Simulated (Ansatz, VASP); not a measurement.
**One calculation of GaN, two programs**

```xyz
2
Lattice="0.0000 2.2277 2.2277 2.2277 0.0000 2.2277 2.2277 2.2277 0.0000" Properties=species:S:1:pos:R:3 pbc="T T T"
Ga    0.0000    0.0000    0.0000
N     3.3416    3.3416    3.3416
```

Alike in both runs: task relaxation of cell and atoms; functional LDA; k mesh 10 × 10 × 10; no spin polarisation.

|  | VASP | Ansatz |
| --- | --- | --- |
| version | VASP 6.6.1 | Ansatz 0.2.0 |
| potentials or method | VASP PAW LDA potentials, release 64 (Ga_d, N), cutoff 600 eV | scalar-relativistic, plane waves, PAW |
| occupations | gaussian, width 0.01 eV | fixed |
| valence electrons in the cell | 18 | 18 |

Ansatz gave:

* gap on the k mesh at the Fermi level, each at its own relaxed structure (eV): 1.96
* relaxed volume (Å³/atom): 11.06
* relaxed cell length with the largest relative difference (Å): 3.150

Q: What did VASP give for the same quantities?

A: gap on the k mesh at the Fermi level, each at its own relaxed structure (eV): 1.94; relaxed volume (Å³/atom): 11.11; relaxed cell length with the largest relative difference (Å): 3.156.

LDA's correlation is that of Perdew and Zunger in VASP and of Perdew and Wang (1992) in Ansatz.
